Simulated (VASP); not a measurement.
RbNa3Te2:

```
Rb Na Te
1.0
     6.37647    0.00000    0.00000
    -3.18823    5.52218    0.00000
     0.00000    0.00000    4.95946
Rb Na Te
1 3 2
Direct
  0.00000 0.00000 0.00000
  0.50000 0.00000 0.50000
  0.50000 0.50000 0.50000
  0.00000 0.50000 0.50000
  0.66667 0.33333 0.00000
  0.33333 0.66667 0.00000
```

- Program: VASP 6.6.1
- Task: relaxation of cell and atoms
- Functional: PBE
- Potentials or basis: VASP PAW PBE potentials, release 64 (Rb_sv, Na_pv, Te)
- Cutoff: 600 eV
- k mesh: 3 × 3 × 4
- Occupations: gaussian, width 0.1 eV
- Spin: no spin polarisation

At the start: pressure 5.1 GPa; volume 29.11 Å³/atom.

Task: Where does the relaxation end?

Result: Over 9 steps the energy falls by 230.6 meV/atom and the volume is 37.48 Å³/atom (+28.8 %); space group P6/mmm (No. 191, to 0.05 Å).

Step by step:
| step | energy change (eV) | largest force (eV/Å) | pressure (GPa) | volume (Å³) |
| --- | --- | --- | --- | --- |
| 1 | 0.0000 | 0.0000 | 5.06 | 174.63 |
| 2 | -0.8268 | 0.0000 | 1.64 | 198.67 |
| 3 | -1.0344 | 0.0000 | -2.01 | 265.19 |
| 4 | -1.1753 | 0.0000 | -1.31 | 241.53 |
| 5 | -1.1836 | 0.0000 | -1.03 | 234.77 |
| 6 | -1.3495 | 0.0000 | -0.57 | 230.14 |
| 7 | -1.3808 | 0.0000 | -0.25 | 227.47 |
| 8 | -1.3819 | 0.0000 | -0.19 | 226.86 |
| 9 | -1.3836 | 0.0000 | -0.06 | 224.88 |

Final structure:
```
Rb Na Te
1.0
     7.52416    0.00000    0.00000
    -3.76208    6.51611    0.00000
     0.00000    0.00000    4.58666
Rb Na Te
1 3 2
Cartesian
  0.0000 0.0000 0.0000
  3.7621 0.0000 2.2933
  1.8810 3.2581 2.2933
  -1.8810 3.2581 2.2933
  3.7621 2.1720 0.0000
  0.0000 4.3441 0.0000
```

Caveat: the k points lie up to 0.34 Å⁻¹ apart in the final cell; the volume moved by over 15 % at a fixed basis, so the end points are rough.
